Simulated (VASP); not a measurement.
Here is a VASP 6.6.1 calculation.

File INCAR:

```
SYSTEM = AlAs
  PREC = Accurate
  ENCUT = 500
  EDIFF = 1E-8
  ISMEAR = 0
  SIGMA = 0.01
  LREAL = .False.
  LASPH = .True.
  NELM = 120
  ALGO = Normal
  ISIF = 2
  LWAVE = .False.
  LCHARG = .True.
  GGA = PS
  IBRION = 8
  NSW = 1
  LEPSILON = .True.
  GGA_COMPAT = .False.
```

File KPOINTS:

```
regular mesh
0
Gamma
  10 10 10
  0 0 0
```

POSCAR

```
AlAs
1.0
    0.0000000000      2.6779512707      2.6779512707
    2.6779512707      0.0000000000      2.6779512707
    2.6779512707      2.6779512707      0.0000000000
Al As
1 1
Direct
    0.0000000000      0.0000000000      0.0000000000
    0.7500000000      0.7500000000      0.7500000000
```

Potentials or basis: VASP PAW PBE potentials, release 64 (Al, As).

Command:

```bash
$ cat potpaw_PBE.64/Al/POTCAR potpaw_PBE.64/As/POTCAR > POTCAR
$ mpirun -np 1 vasp_std > vasp.out
```

(1) Estimate the electronic dielectric tensor (diagonal).

(2) Predict the Born charges (mean of the diagonal).

(3) What does it give for the highest phonon frequency at Γ, LO-TO splitting left out?

## Answers

(1) 9.06.

(2) Al +2.03; As -2.03 e.

(3) 432 cm⁻¹.

Caveat: the cell stands under pressure or tension, which shifts response properties.
